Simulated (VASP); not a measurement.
# Cu in VASP: a series of runs, part 2 of 2

VASP 6.6.1. Earlier steps stand in the parts before.

## Step 3: Single point, PBEsol (strain +0.080 along x and y, +0.080 along z)

Contents of INCAR:

```
SYSTEM = Cu
PREC = Accurate ; ENCUT = 520
EDIFF = 1E-6 ; ISMEAR = 0
SIGMA = 0.15 ; LREAL = .FALSE.
LASPH = .TRUE. ; NELM = 60
ALGO = Fast ; ISIF = 2
LWAVE = .FALSE. ; LCHARG = .TRUE.
GGA = PS ; LELF = .TRUE.
LVHAR = .TRUE. ; NBANDS = 42
```

Contents of KPOINTS:

```
regular mesh
0
G
  24 24 2
  0 0 0
```

Contents of POSCAR:

```
Cu
1.0
    2.6942773525      0.0000000000      0.0000000000
   -1.3471386762      2.3333126321      0.0000000000
    0.0000000000      0.0000000000     26.5350155769
Cu
6
Direct
    0.0000000000      0.0000000000      0.3738265934
    0.6666666667      0.3333333333      0.2899969346
    0.3333333333      0.6666666667      0.4579262698
    0.0000000000      0.0000000000      0.6261734066
    0.6666666667      0.3333333333      0.5420737302
    0.3333333333      0.6666666667      0.7100030654
```

Potentials or basis: VASP PAW PBE potentials, release 64 (Cu).

On the command line:

```bash
> cat potpaw_PBE.64/Cu/POTCAR > POTCAR
> mpirun -np 1 vasp_std > vasp.out
```

OUTCAR:

```text
SYSTEM = Cu
   PREC = Accurate
   ENCUT = 520
   EDIFF = 1E-6
   ISMEAR = 0
   LREAL = .FALSE.
   LASPH = .TRUE.
   NELM = 60
   ISIF = 2
   GGA = PS

 ion  position               nearest neighbor table
   1  0.000  0.000  0.374-   2 2.71   2 2.71   2 2.71   3 2.72   3 2.72   3 2.72
   2  0.667  0.333  0.290-   1 2.71   1 2.71   1 2.71
   3  0.333  0.667  0.458-   1 2.72   1 2.72   1 2.72   5 2.72   5 2.72   5 2.72
   4  0.000  0.000  0.626-   6 2.71   6 2.71   6 2.71   5 2.72   5 2.72   5 2.72
   5  0.667  0.333  0.542-   4 2.72   4 2.72   4 2.72   3 2.72   3 2.72   3 2.72
   6  0.333  0.667  0.710-   4 2.71   4 2.71   4 2.71

  LATTYP: Found a hexagonal cell.
 ALAT       =     2.6942773525
 C/A-ratio  =     9.8486577680

  Lattice vectors:

 A1 = (   2.6942773525,   0.0000000000,   0.0000000000)
 A2 = (  -1.3471386762,   2.3333126321,   0.0000000000)
 A3 = (   0.0000000000,   0.0000000000,  26.5350155769)

Analysis of symmetry for initial positions (statically):
=====================================================================
 Subroutine PRICEL returns:
 Original cell was already a primitive cell.

 Routine SETGRP: Setting up the symmetry group for a
 hexagonal supercell.

 Subroutine GETGRP returns: Found 12 space group operations
 (whereof 12 operations were pure point group operations)
 out of a pool of 24 trial point group operations.

The static configuration has the point symmetry D_3d.

Analysis of symmetry for dynamics (positions and initial velocities):
=====================================================================
 Subroutine PRICEL returns:
 Original cell was already a primitive cell.

 Routine SETGRP: Setting up the symmetry group for a
 hexagonal supercell.

 Subroutine GETGRP returns: Found 12 space group operations
 (whereof 12 operations were pure point group operations)
 out of a pool of 24 trial point group operations.

The dynamic configuration has the point symmetry D_3d.

[... 128 lines left out ...]
  Fermi-wavevector in a.u.,A,eV,Ry     =   1.201834  2.271138 19.652334  1.444406
  Thomas-Fermi vector in A             =   2.337632
   LORBIT       =      0    0 simple, 1 ext, 2 COOP (PROOUT), +10 PAW based schemes
   GGA     = PS    functional components
   LHFCALC =     F    Hartree Fock is set to
   AEXX    =    0.0000 exact exchange contribution
   IVDW    =     0    specifies the selected vdW correction
   LEPSILON=     F    determine dielectric tensor
   LRPA    =     F    only Hartree local field effects (RPA)
 non-spin polarized calculation
 RMM-DIIS sequential band-by-band and
 Gauss-broadening in eV      SIGMA  =   0.15
  energy-cutoff  :      520.00
  volume of cell :      166.81
 maximum number of plane-waves:      4552
 NGX is ok and might be reduce to    20
   NGX =  9   NGY =  9   NGZ = 99

 number of electron      66.0000014 magnetization

 Free energy of the ion-electron system (eV)
  ---------------------------------------------------
  ext. energy  EPLUGINS =         0.00000000
  ---------------------------------------------------
  free energy    TOTEN  =       -23.42453142 eV

  energy without entropy =      -23.39892783  energy(sigma->0) =      -23.41172963

 E-fermi :   0.4094     XC(G=0):  -6.6371

 val. band max:        0.4033057058   @ k =   0.3333   0.1667   0.5000
 cond. band min:       0.4203732025   @ k =   0.4167   0.0417   0.0000
 fundamental gap:      0.0170674967
 Fermi energy:         0.4093730857

 k-point     1 :       0.0000    0.0000    0.0000
  band No.  band energies     occupation
      1      -7.5474      2.00000
      2      -7.0079      2.00000
      3      -6.1390      2.00000
      4      -5.0941      2.00000
      5      -4.2186      2.00000
      6      -3.8728      2.00000
[... 1069 lines left out ...]
     41       6.7302      0.00000
     42       7.4768      0.00000

 [... further k-points ...]

------------------------ aborting loop because EDIFF is reached ----------------------------------------

  FORCE on cell =-STRESS in cart. coord.  units (eV):
  Direction    XX          YY          ZZ          XY          YZ          ZX
  --------------------------------------------------------------------------------------
  -------------------------------------------------------------------------------------
  Total      -11.0987878    -11.0987878     -9.6118336     -0.0000000      0.0000000      0.0000000
  in kB     -106.5986124   -106.5986124    -92.3171196     -0.0000000      0.0000000      0.0000000
  external PRESSURE =    -101.8381148 kB  Pullay stress =       0.0000000 kB

 VOLUME and BASIS-vectors are now :
 -----------------------------------------------------------------------------
  energy-cutoff  :      520.00
  volume of cell :      166.81
      direct lattice vectors                 reciprocal lattice vectors
     2.694277352  0.000000000  0.000000000     0.371157037  0.214287615  0.000000000
    -1.347138676  2.333312632  0.000000000     0.000000000  0.428575231  0.000000000
     0.000000000  0.000000000 26.535015577     0.000000000  0.000000000  0.037686053

 POSITION                                       TOTAL-FORCE (eV/Angst)
 -----------------------------------------------------------------------------------
      0.00000      0.00000      9.91949         0.000000     -0.000000      0.003183
      1.34714      0.77777      7.69507         0.000000     -0.000000      0.855968
     -0.00000      1.55554     12.15108         0.000000     -0.000000     -0.004171
      0.00000      0.00000     16.61552         0.000000      0.000000     -0.003183
      1.34714      0.77777     14.38393        -0.000000      0.000000      0.004171
     -0.00000      1.55554     18.83994        -0.000000      0.000000     -0.855968
 -----------------------------------------------------------------------------------
    total drift:                               -0.000000      0.000000      0.000000

  FREE ENERGIE OF THE ION-ELECTRON SYSTEM (eV)
  ---------------------------------------------------
  free  energy   TOTEN  =       -23.4245314162 eV

  energy  without entropy=      -23.3989278350  energy(sigma->0) =      -23.41172963
```

OSZICAR:

```text
N       E                     dE             d eps       ncg     rms          rms(c)
DAV:   1     0.559958317852E+03    0.55996E+03   -0.28815E+04 10248   0.210E+03
DAV:   2     0.285614209814E+02   -0.53140E+03   -0.51249E+03 10248   0.401E+02
DAV:   3    -0.268955902314E+02   -0.55457E+02   -0.50156E+02 10678   0.183E+02
[... 16 lines left out ...]
RMM:  20    -0.234245133290E+02   -0.14883E-04   -0.33878E-06  8491   0.178E-02    0.217E-03
RMM:  21    -0.234245213819E+02   -0.80529E-05   -0.22321E-06  7375   0.161E-02    0.206E-03
RMM:  22    -0.234245286079E+02   -0.72259E-05   -0.16663E-06  7162   0.155E-02    0.216E-03
RMM:  23    -0.234245309837E+02   -0.23759E-05   -0.80881E-07  7002   0.106E-02    0.883E-04
RMM:  24    -0.234245314162E+02   -0.43247E-06   -0.19352E-07  6635   0.475E-03
   1 F= -.23424531E+02 E0= -.23411730E+02  d E =-.256036E-01
```

stdout:

```text
POSCAR found type information on POSCAR Cu
 POSCAR found :  1 types and       6 ions
 scaLAPACK will be used
 -----------------------------------------------------------------------------
|                                                                             |
|                                                                             |
|     You enforced a specific xc type in the INCAR file but a different       |
|     I HOPE YOU KNOW WHAT YOU ARE DOING!                                     |
|                                                                             |
 -----------------------------------------------------------------------------

 LDA part: xc-table for (Slater+PW92), standard interpolation
 POSCAR, INCAR and KPOINTS ok, starting setup
 FFT: planning ... GRIDC
 FFT: planning ... GRID_SOFT
 FFT: planning ... GRID
 WAVECAR not read
 entering main loop
```

Run time: 23 min. Hardware: 1 thread of Intel Xeon Platinum 8559C (Emerald Rapids), shared host; peak memory 0.68 GiB.

What came out:

```
Free energy            : -23.4245 eV
Largest force          : 0.856 eV/Å
Band gap on the k mesh : zero (bands 33 and 34 overlap by 4.52 eV)
```

Forces on the atoms (eV/Å):
```
Cu   0.000  0.000  0.003
Cu   0.000  0.000  0.856
Cu   0.000  0.000 -0.004
Cu   0.000  0.000 -0.003
Cu   0.000  0.000  0.004
Cu   0.000  0.000 -0.856
```

Caveat: the cell differs from its parent crystal (strain +0.080 along x and y, +0.080 along z); there is no dipole correction, which matters where the two faces differ; the PAW data sets were made with another functional, which shifts forces and pressure a little.

The gap in the log of VASP goes by the Fermi energy; the results here count the filled bands.